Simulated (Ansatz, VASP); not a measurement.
MoS2 in VASP and in Ansatz

Contents of INCAR:

```
SYSTEM = MoS2
PREC = Accurate
ENCUT = 500
EDIFF = 1E-6
ISMEAR = 0
SIGMA = 0.05
LREAL = .FALSE.
LASPH = .TRUE.
NELM = 120
ALGO = Normal
ISIF = 2
LWAVE = .FALSE.
LCHARG = .FALSE.
GGA = PE
IVDW = 12
NBANDS = 20
GGA_COMPAT = .FALSE.
```

The input KPOINTS:

```
regular mesh
0
G
  12 12 4
  0 0 0
```

The input POSCAR:

```
MoS2
1.0
    3.1219335931      0.0000000000      0.0000000000
   -1.5609667966      2.7036738005      0.0000000000
    0.0000000000      0.0000000000      6.7624203560
Mo S
1 2
Direct
    0.0000000000      0.0000000000      0.0000000000
    0.3333333333      0.6666666667      0.2608812309
    0.3333333333      0.6666666667      0.7391187691
```

Input for Ansatz:

```yaml
crystal:
  lattice:
    - [3.1219335931, 0.0, 0.0]
    - [-1.5609667966, 2.7036738005, 0.0]
    - [0.0, 0.0, 6.762420356]
  atoms:
    - { symbol: Mo, position: [0.0, 0.0, 0.0] }
    - { symbol: S, position: [0.3333333333, 0.6666666667, 0.2608812309] }
    - { symbol: S, position: [0.3333333333, 0.6666666667, 0.7391187691] }
basis:
  ecutwfc: 420
kpoints:
  mp_grid: { grid: [12, 12, 4] }
hamiltonian:
  xc: pbe
  dispersion: d3bj
scf:
  occupations: { method: gaussian, width: 0.05 }
output:
  forces: true
  stress: true
  eigenvalues: true
```

Alike in both runs: task single point; functional PBE; dispersion D3(BJ); k mesh 12 × 12 × 4; occupations gaussian, width 0.05 eV; no spin polarisation.

```csv
,VASP,Ansatz
version,VASP 6.6.1,Ansatz 0.2.0
potentials or method,"VASP PAW PBE potentials, release 64 (Mo_sv, S), cutoff 500 eV","scalar-relativistic, plane waves, PAW"
valence electrons in the cell,26,26
```

```csv
,VASP,Ansatz,Ansatz less VASP
gap on the k mesh at the Fermi level (eV),0.79,0.79,-0.001
least direct gap on the mesh (eV),1.62,1.62,-0.002
pressure (GPa),-12.5,-12.4,+0.06
"traceless stress, the component that is largest in VASP (GPa)",-13.57,-13.53,+0.032
rms of the force components (eV/Å),1.369,1.365,-0.0033
```

Atom by atom the forces differ by 0.003 eV/Å (rms over components).
